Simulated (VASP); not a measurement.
# B (I4/mcm) in VASP: notebook

The runs below take B through single point, relaxation of cell and atoms, with PBE.

Everything below comes from runs of VASP 6.6.1. Logs are shortened: lines on timing, memory, paths and dates and some standing lists are left out, and cuts for length are marked.

**1. The cell of the first run**

Symmetry: I4/mcm, No. 140, tetragonal system. Conventional cell: a = 3.389 Å, b = 3.389 Å, c = 5.443 Å, α = 90.00°, β = 90.00°, γ = 90.00°. B (site symmetry m2m) has 5 B at 1.71 to 2.11 Å within 2.3 Å.

**2. Single point, PBE**

File INCAR:

```
SYSTEM = B
PREC = Accurate
ENCUT = 520
EDIFF = 1E-6
ISMEAR = 0
SIGMA = 0.1
LREAL = .False.
LASPH = .True.
NELM = 80
ALGO = Normal
ISIF = 2
LWAVE = .False.
LCHARG = .False.
GGA = PE
NBANDS = 14
```

File KPOINTS:

```
regular mesh
0
Gamma
  8 8 8
  0 0 0
```

File POSCAR:

```
B
1.0
   -1.6946780400      1.6946780400      2.7212783600
    1.6946780400     -1.6946780400      2.7212783600
    1.6946780400      1.6946780400     -2.7212783600
B
4
Direct
    0.7202863500      0.2202863500      0.9405727000
    0.2797136500      0.7797136500      0.0594273000
    0.7797136500      0.7202863500      0.5000000000
    0.2202863500      0.2797136500      0.5000000000
```

Potentials or basis: VASP PAW PBE potentials, release 64 (B).

Started as:

```console
$ cat potpaw_PBE.64/B/POTCAR > POTCAR
$ mpirun -np 1 vasp_std > vasp.out
```

OUTCAR:

```text
SYSTEM = B
   PREC = Accurate
   ENCUT = 520
   EDIFF = 1E-6
   ISMEAR = 0
   LREAL = .False.
   LASPH = .True.
   NELM = 80
   ISIF = 2
   GGA = PE

 ion  position               nearest neighbor table
   1  0.720  0.220  0.941-   3 1.71   4 1.71   3 1.71   4 1.71   2 2.11
   2  0.280  0.780  0.059-   3 1.71   4 1.71   4 1.71   3 1.71   1 2.11
   3  0.780  0.720  0.500-   1 1.71   2 1.71   1 1.71   2 1.71   4 2.11
   4  0.220  0.280  0.500-   1 1.71   2 1.71   2 1.71   1 1.71   3 2.11

  LATTYP: Found a body centered tetragonal cell.
 ALAT       =     3.3893560800
 C/A-ratio  =     1.6057789714

  Lattice vectors:

 A1 = (  -1.6946780400,   1.6946780400,   2.7212783600)
 A2 = (   1.6946780400,  -1.6946780400,   2.7212783600)
 A3 = (   1.6946780400,   1.6946780400,  -2.7212783600)

Analysis of symmetry for initial positions (statically):
=====================================================================
 Subroutine PRICEL returns:
 Original cell was already a primitive cell.

 Routine SETGRP: Setting up the symmetry group for a
 body centered tetragonal supercell.

 Subroutine GETGRP returns: Found 16 space group operations
 (whereof  8 operations were pure point group operations)
 out of a pool of 16 trial point group operations.

The static configuration has the point symmetry C_4h.
 The point group associated with its full space group is D_4h.

Analysis of symmetry for dynamics (positions and initial velocities):
=====================================================================
 Subroutine PRICEL returns:
 Original cell was already a primitive cell.

 Routine SETGRP: Setting up the symmetry group for a
 body centered tetragonal supercell.

 Subroutine GETGRP returns: Found 16 space group operations
 (whereof  8 operations were pure point group operations)
 out of a pool of 16 trial point group operations.

The dynamic configuration has the point symmetry C_4h.
 The point group associated with its full space group is D_4h.

 Subroutine INISYM returns: Found 16 space group operations
 (whereof  8 operations are pure point group operations),
 and found     1 'primitive' translations

----------------------------------------------------------------------------------------

                                     Primitive cell

  volume of cell :      31.2613

  direct lattice vectors                    reciprocal lattice vectors
    -1.694678040  1.694678040  2.721278360     0.000000000  0.295041293  0.183737176
     1.694678040 -1.694678040  2.721278360     0.295041293  0.000000000  0.183737176
     1.694678040  1.694678040 -2.721278360     0.295041293  0.295041293  0.000000000

  length of vectors
     3.626185769  3.626185769  3.626185769     0.347575480  0.347575480  0.417251398

  position of ions in fractional coordinates (direct lattice)
     0.720286350  0.220286350  0.940572700
     0.279713650  0.779713650  0.059427300
     0.779713650  0.720286350  0.500000000
     0.220286350  0.279713650  0.500000000

  ion indices of the primitive-cell ions
   primitive index   ion index
                 1           1
                 2           2
                 3           3
                 4           4

----------------------------------------------------------------------------------------

 KPOINTS: regular mesh

Automatic generation of k-mesh.
 Grid dimensions read from file:
 generate k-points for:    8    8    8

 Generating k-lattice:

  Cartesian coordinates                     Fractional coordinates (reciprocal lattice)
     0.000000000  0.036880162  0.022967147     0.125000000  0.000000000 -0.000000000
     0.036880162  0.000000000  0.022967147     0.000000000  0.125000000 -0.000000000
     0.036880162  0.036880162  0.000000000     0.000000000  0.000000000  0.125000000

  Length of vectors
     0.043446935  0.043446935  0.052156425

  Shift w.r.t. Gamma in fractional coordinates (k-lattice)
     0.000000000  0.000000000  0.000000000

 Subroutine IBZKPT returns following result:
 ===========================================

 Found     59 irreducible k-points:

 Following reciprocal coordinates:
            Coordinates               Weight
  0.000000  0.000000  0.000000      1.000000
  0.125000  0.000000  0.000000      8.000000
  0.250000  0.000000  0.000000      8.000000
  0.375000 -0.000000  0.000000      8.000000
  0.500000  0.000000  0.000000      4.000000
  0.125000  0.125000  0.000000      8.000000
[... 16 lines left out ...]
  0.250000  0.125000  0.125000     16.000000
  0.375000  0.125000  0.125000      8.000000
 [... further k-points ...]
   k-points           NKPTS =     59   k-points in BZ     NKDIM =     59   number of bands    NBANDS=     14
   number of dos      NEDOS =    301   number of ions     NIONS =      4
   total plane-waves  NPLWV =  21952
   dimension x,y,z NGX =    28 NGY =   28 NGZ =   28
   dimension x,y,z NGXF=    56 NGYF=   56 NGZF=   56
   ions per type =               4
   NGX,Y,Z   is equivalent  to a cutoff of  12.84, 12.84, 12.84 a.u.
   NGXF,Y,Z  is equivalent  to a cutoff of  25.67, 25.67, 25.67 a.u.
 SYSTEM =  B
   PREC   = accura    normal or accurate (medium, high low for compatibility)
   ISTART =      0    job   : 0-new  1-cont  2-samecut
   ICHARG =      2    charge: 1-file 2-atom 10-const
   ISPIN  =      1    spin polarized calculation?
   LNONCOLLINEAR =      F non collinear calculations
   LSORBIT =      F    spin-orbit coupling
   LASPH  =      T    aspherical Exc in radial PAW
   ENCUT  =  520.0 eV  38.22 Ry    6.18 a.u.   6.74  6.74  6.74*2*pi/ulx,y,z
   NELM   =     80;   NELMIN=  2; NELMDL= -5     # of ELM steps
   EDIFF  = 0.1E-05   stopping-criterion for ELM
   LREAL  =      F    real-space projection
   EDIFFG = 0.1E-04   stopping-criterion for IOM
   NSW    =      0    number of steps for IOM
   IBRION =     -1    ionic relax: 0-MD 1-quasi-New 2-CG
   NFREE  =      0    steps in history (QN), initial steepest desc. (CG)
   ISIF   =      2    stress and relaxation
   ISYM   =      2    0-nonsym 1-usesym 2-fastsym
   POTIM  = 0.5000    time-step for ionic-motion
   TEBEG  =    0.0;   TEEND  =   0.0 temperature during run
   PSTRESS=    0.0 pullay stress
   NELECT =      12.0000    total number of electrons
   NUPDOWN=      -1.0000    fix difference up-down
   EMIN   =  10.00;   EMAX   =-10.00  energy-range for DOS
   EFERMI =   0.00;   METHOD = LEGACY
   ISMEAR =     0;   SIGMA  =   0.10  broadening in eV -4-tet -1-fermi 0-gaus
   EFERMI_NEDOS =   21; number of points for ismear=-14 and -15
   IALGO  =     38    algorithm
   IMIX   =      4    mixing-type and parameters
     AMIX     =   0.40;   BMIX     =  1.00
     AMIX_MAG =   1.60;   BMIX_MAG =  1.00
  volume/ion in A,a.u.               =       7.82        52.74
  Fermi-wavevector in a.u.,A,eV,Ry     =   1.189779  2.248355 19.260039  1.415573
  Thomas-Fermi vector in A             =   2.325878
   LORBIT       =      0    0 simple, 1 ext, 2 COOP (PROOUT), +10 PAW based schemes
   GGA     = PE    functional components
   LHFCALC =     F    Hartree Fock is set to
   AEXX    =    0.0000 exact exchange contribution
   IVDW    =     0    specifies the selected vdW correction
   LEPSILON=     F    determine dielectric tensor
   LRPA    =     F    only Hartree local field effects (RPA)
 non-spin polarized calculation
 Gauss-broadening in eV      SIGMA  =   0.10
  energy-cutoff  :      520.00
  volume of cell :       31.26
 maximum number of plane-waves:       854
   NGX = 13   NGY = 13   NGZ = 13

 number of electron      12.0000000 magnetization

 Free energy of the ion-electron system (eV)
  ---------------------------------------------------
  ext. energy  EPLUGINS =         0.00000000
  ---------------------------------------------------
  free energy    TOTEN  =       -21.15074052 eV

  energy without entropy =      -21.14398883  energy(sigma->0) =      -21.14736468

 E-fermi :   6.2048     XC(G=0): -11.4196

 val. band max:        6.1415222344   @ k =  -0.1250   0.3750   0.1250
 cond. band min:       6.2119576098   @ k =  -0.2500   0.3750   0.2500
 fundamental gap:      0.0704353754
 Fermi energy:         6.2048361749

 k-point     1 :       0.0000    0.0000    0.0000
  band No.  band energies     occupation
      1      -9.6045      2.00000
      2      -1.3789      2.00000
      3      -0.9023      2.00000
      4       4.3537      2.00000
      5       4.3537      2.00000
      6       4.8697      2.00000
      7       7.6850      0.00000
      8       7.6850      0.00000
      9       8.0552      0.00000
     10       8.0552      0.00000
     11      12.9886      0.00000
     12      13.9992      0.00000
     13      14.1995      0.00000
     14      15.8594      0.00000

 k-point     2 :       0.1250    0.0000    0.0000
  band No.  band energies     occupation
      1      -9.3969      2.00000
      2      -1.8157      2.00000
      3      -0.9698      2.00000
      4       4.0031      2.00000
      5       4.6388      2.00000
      6       4.7078      2.00000
      7       6.6379      0.00000
      8       7.2832      0.00000
      9       8.3784      0.00000
     10       8.4400      0.00000
     11      13.6940      0.00000
     12      14.6461      0.00000
     13      15.4616      0.00000
     14      16.9325      0.00000

 k-point     3 :       0.2500    0.0000    0.0000
  band No.  band energies     occupation
      1      -8.7804      2.00000
      2      -3.1936      2.00000
      3      -0.6451      2.00000
      4       3.1176      2.00000
      5       4.1604      2.00000
      6       4.9139      2.00000
      7       5.4931      2.00000
      8       6.4420      0.00080
      9       9.4654      0.00000
     10       9.5431      0.00000
     11      14.6920      0.00000
     12      16.2079      0.00000
     13      17.2426      0.00000
     14      19.0073      0.00000
[... 324 lines left out ...]
 k-point    23 :       0.2500    0.1250    0.1250
  band No.  band energies     occupation
      1      -7.1735      2.00000
      2      -4.2474      2.00000
      3      -2.0979      2.00000
      4      -0.2992      2.00000
      5       4.5040      2.00000
      6       4.8760      2.00000
      7       7.2955      0.00000
      8       8.1612      0.00000
      9       9.4902      0.00000
     10      11.4971      0.00000
     11      12.5922      0.00000
     12      16.7827      0.00000
     13      19.2931      0.00000
     14      19.5466      0.00000

 k-point    24 :       0.3750    0.1250    0.1250
  band No.  band energies     occupation
      1      -5.8334      2.00000
      2      -5.8334      2.00000
      3      -1.3445      2.00000
      4      -1.3445      2.00000
      5       4.4595      2.00000
      6       4.4595      2.00000
      7       8.3568      0.00000
      8       8.3568      0.00000
      9      10.2986      0.00000
     10      10.2986      0.00000
     11      14.1648      0.00000
     12      14.1648      0.00000
     13      20.8618      0.00000
     14      20.8618      0.00000

 [... further k-points ...]
[... 5 lines left out ...]
  --------------------------------------------------------------------------------------
  -------------------------------------------------------------------------------------
  Total        2.7509943      2.7509943     -0.0732654      0.0000000      0.0000000      0.0000000
  in kB      140.9914923    140.9914923     -3.7549320      0.0000000      0.0000000      0.0000000
  external PRESSURE =      92.7426842 kB  Pullay stress =       0.0000000 kB

 VOLUME and BASIS-vectors are now :
 -----------------------------------------------------------------------------
  energy-cutoff  :      520.00
  volume of cell :       31.26
      direct lattice vectors                 reciprocal lattice vectors
    -1.694678040  1.694678040  2.721278360     0.000000000  0.295041293  0.183737176
     1.694678040 -1.694678040  2.721278360     0.295041293  0.000000000  0.183737176
     1.694678040  1.694678040 -2.721278360     0.295041293  0.295041293  0.000000000

 POSITION                                       TOTAL-FORCE (eV/Angst)
 -----------------------------------------------------------------------------------
      0.74663      2.44131      0.00000        -2.001808     -2.001808     -0.000000
      0.94805     -0.74663      2.72128         2.001808      2.001808      0.000000
      0.74663      0.94805      2.72128        -2.001808      2.001808      0.000000
      0.94805      0.74663      0.00000         2.001808     -2.001808     -0.000000
 -----------------------------------------------------------------------------------
    total drift:                                0.000000     -0.000000      0.000000

  FREE ENERGIE OF THE ION-ELECTRON SYSTEM (eV)
  ---------------------------------------------------
  free  energy   TOTEN  =       -21.1507405228 eV

  energy  without entropy=      -21.1439888286  energy(sigma->0) =      -21.14736468
```

Run time: 12 s. Hardware: 1 thread of Intel Xeon 6975P-C (Granite Rapids), shared host; peak memory 0.15 GiB.

What came out:

| Property | Result |
| --- | --- |
| Free energy | -21.1507 eV |
| Pressure | 9.3 GPa |
| Largest force | 2.831 eV/Å |
| Band gap on the k mesh | zero (band 6 reaches 7.87 eV, above the bottom of band 7 at 5.49 eV) |

Forces in eV/Å, atoms in the order of the input:
```
B   -2.002 -2.002  0.000
B    2.002  2.002  0.000
B   -2.002  2.002  0.000
B    2.002 -2.002  0.000
```

Levels at points of the mesh, in eV from the Fermi level:
| k point | band 3 | band 4 | band 5 | band 6 | band 7 | band 8 | band 9 | band 10 |
| --- | --- | --- | --- | --- | --- | --- | --- | --- |
| (0.00, 0.00, 0.00) | -7.11 | -1.85 | -1.85 | -1.34 | 1.48 | 1.48 | 1.85 | 1.85 |
| (0.50, 0.00, 0.00) | -5.32 | -5.32 | -2.48 | -2.48 | -0.59 | -0.59 | 6.53 | 6.53 |
| (0.50, 0.50, 0.00) | -9.32 | -9.21 | -2.51 | -2.24 | 4.15 | 4.48 | 5.94 | 6.55 |
| (0.50, 0.50, 0.50) | -8.55 | -8.10 | -3.43 | -3.43 | 1.50 | 1.50 | 6.87 | 6.87 |

Caveat: forces of over 1 eV/Å act on the atoms, so gaps and moduli don't describe the material at rest.

**3. Single point, PBE**

This run uses another cell than the first one, of 11.82 Å³/atom, 1.513 times its volume.

File INCAR:

```
ALGO = Normal ; EDIFF = 1E-6
ENCUT = 520 ; GGA = PE
ISIF = 2 ; ISMEAR = 0
LASPH = T ; LCHARG = T
LELF = T ; LREAL = F
LVHAR = T ; LWAVE = F
NBANDS = 14 ; NELM = 80
PREC = Accurate ; SIGMA = 0.1
```

File KPOINTS:

```
k-points
0
Gamma
  8 8 8
```

File POSCAR:

```
B
1.0
   -1.6379971475      1.6379971475      4.4068076514
    1.6379971475     -1.6379971475      4.4068076514
    1.6379971475      1.6379971475     -4.4068076514
B
4
Direct
    0.6725351731      0.1725351731      0.8450703462
    0.3274648269      0.8274648269      0.1549296538
    0.8274648269      0.6725351731      0.5000000000
    0.1725351731      0.3274648269      0.5000000000
```

Potentials or basis: VASP PAW PBE potentials, release 64 (B).

Started as:

```console
$ cat potpaw_PBE.64/B/POTCAR > POTCAR
$ mpirun -np 1 vasp_std > vasp.out
```

Wall time 32 s (1 thread of Intel Xeon 6975P-C (Granite Rapids), shared host); peak memory 0.22 GiB.

It converged, with:

* Free energy: -24.0554 eV
* Pressure: 0.0 GPa
* Band gap on the k mesh: zero (band 6 reaches 3.74 eV, above the bottom of band 7 at 2.90 eV)

Forces in eV/Å, atoms in the order of the input:
```
B    0.002  0.002  0.000
B   -0.002 -0.002  0.000
B    0.002 -0.002  0.000
B   -0.002  0.002  0.000
```

Stress tensor (GPa, compression positive):
```
-0.16  0.00  0.00
 0.00 -0.16  0.00
 0.00  0.00  0.27
```

Levels at points of the mesh, in eV from the Fermi level:
```csv
k point,band 3,band 4,band 5,band 6,band 7,band 8,band 9,band 10
"(0.00, 0.00, 0.00)",-6.79,-6.52,-4.86,-4.86,2.29,4.36,4.36,5.02
"(0.50, 0.00, 0.00)",-6.83,-6.83,-3.58,-3.58,0.70,0.70,6.49,6.49
"(0.50, 0.50, 0.00)",-11.05,-11.01,-1.42,-0.91,0.40,1.09,7.10,7.40
"(0.50, 0.50, 0.50)",-7.18,-6.80,-4.89,-4.89,4.72,4.72,5.01,5.64
```

**4. Relaxation of cell and atoms, PBE**

File INCAR:

```
ALGO = Normal ; EDIFF = 1E-6
EDIFFG = -0.04 ; ENCUT = 600
GGA = PE ; IBRION = 2
ISIF = 3 ; ISMEAR = 0
LASPH = T ; LCHARG = F
LREAL = F ; LWAVE = F
NELM = 80 ; NSW = 90
PREC = Accurate ; SIGMA = 0.1
```

KPOINTS is that of step 3.

File POSCAR:

```
B
1.0
   -1.6946780400      1.6946780400      2.7212783600
    1.6946780400     -1.6946780400      2.7212783600
    1.6946780400      1.6946780400     -2.7212783600
B
4
Direct
    0.7202863500      0.2202863500      0.9405727000
    0.2797136500      0.7797136500      0.0594273000
    0.7797136500      0.7202863500      0.5000000000
    0.2202863500      0.2797136500      0.5000000000
```

Started as:

```console
$ cat potpaw_PBE.64/B/POTCAR > POTCAR
$ mpirun -np 1 vasp_std > vasp.out
```

Run time: 3 min. Hardware: 1 thread of Intel Xeon 6975P-C (Granite Rapids), shared host; peak memory 0.17 GiB.

Results (log left out):

```yaml
Free_energy: -24.0163 eV
Relaxed_volume: 10.76 Å³/atom
Relaxed_cell: a = 4.637 Å, b = 4.637 Å, c = 4.637 Å, α = 138.67°, β = 138.67°, γ = 59.87°
Space_group_after_relaxing_to_0.05_Å: I4/mcm (No. 140)
Energy_gained_by_relaxing: 715.6 meV/atom
Ionic_steps: 29
Pressure_after_relaxing: 0.1 GPa
Largest_force_after_relaxing: 0.006 eV/Å
Band_gap_on_the_k_mesh: zero (band 6 reaches 4.41 eV, above the bottom of band 7 at 3.58 eV)
```

Forces on the atoms (eV/Å):
```
B    0.004  0.004  0.000
B   -0.004 -0.004  0.000
B    0.004 -0.004  0.000
B   -0.004  0.004  0.000
```

The path:
| step | energy change (eV) | largest force (eV/Å) | pressure (GPa) | volume (Å³) |
| --- | --- | --- | --- | --- |
| 1 | 0.0000 | 2.8311 | 9.24 | 31.26 |
| 2 | -1.2371 | 1.6363 | -19.13 | 33.33 |
| 3 | -1.3030 | 1.1316 | -23.23 | 33.78 |
| 4 | -1.8395 | 1.3341 | -10.72 | 31.76 |
| 5 | -1.8417 | 1.0833 | -11.93 | 31.88 |
| 6 | -2.2736 | 1.3395 | 12.15 | 29.96 |
| 7 | -2.2753 | 1.3673 | 14.24 | 29.83 |
| 8 | -2.4557 | 0.6090 | 10.87 | 30.83 |
| 9 | -2.4561 | 0.7318 | 10.76 | 30.90 |
| 10 | -2.5738 | 0.5221 | 3.37 | 32.53 |
| 11 | -2.6295 | 0.1090 | -8.34 | 35.91 |
| 12 | -2.6953 | 0.1346 | -6.63 | 36.64 |
| 13 | -2.7667 | 0.7331 | -2.64 | 38.10 |
| 14 | -2.7722 | 0.9281 | -1.38 | 38.59 |
| 15 | -2.8234 | 0.1893 | 1.03 | 38.85 |
| 16 | -2.8279 | 0.1220 | 2.29 | 38.96 |
| 17 | -2.8280 | 0.0963 | 2.18 | 38.95 |
| 18 | -2.8329 | 0.1394 | 1.48 | 39.34 |
| 19 | -2.8416 | 0.2567 | -0.47 | 40.50 |
| 20 | -2.8314 | 0.5045 | -4.26 | 42.88 |
| 21 | -2.8426 | 0.3137 | -1.39 | 41.07 |
| 22 | -2.8454 | 0.2741 | -1.37 | 41.25 |
| 23 | -2.8525 | 0.1567 | -1.31 | 41.78 |
| 24 | -2.8594 | 0.0926 | -1.21 | 42.85 |
| 25 | -2.8595 | 0.1313 | -1.19 | 43.01 |
| 26 | -2.8615 | 0.0917 | -0.51 | 43.01 |
| 27 | -2.8622 | 0.0501 | 0.20 | 43.01 |
| 28 | -2.8622 | 0.0460 | 0.27 | 43.01 |
| 29 | -2.8624 | 0.0060 | 0.14 | 43.04 |

Final structure:
```xyz
4
Lattice="-1.6364 1.6364 4.0187 1.6364 -1.6364 4.0187 1.6364 1.6364 -4.0187" Properties=species:S:1:pos:R:3 pbc="T T T"
B     0.5644    2.2007    0.0000
B     1.0720   -0.5644    4.0187
B     0.5644    1.0720    4.0187
B     1.0720    0.5644    0.0000
```

Levels at points of the mesh, in eV from the Fermi level:
```tsv
k point	band 4	band 5	band 6	band 7	band 8	band 9
(0.00, 0.00, 0.00)	-6.19	-4.77	-4.77	2.58	4.29	4.29
(0.50, 0.00, 0.00)	-6.78	-3.53	-3.53	0.78	0.78	6.88
(0.50, 0.50, 0.00)	-10.93	-1.54	-0.62	0.25	1.44	7.49
(0.50, 0.50, 0.50)	-6.76	-4.84	-4.84	4.98	5.10	5.70
```

Caveat: the volume moved by over 15 % at a fixed basis, so the end points are rough.

[end of part 1 of 2]
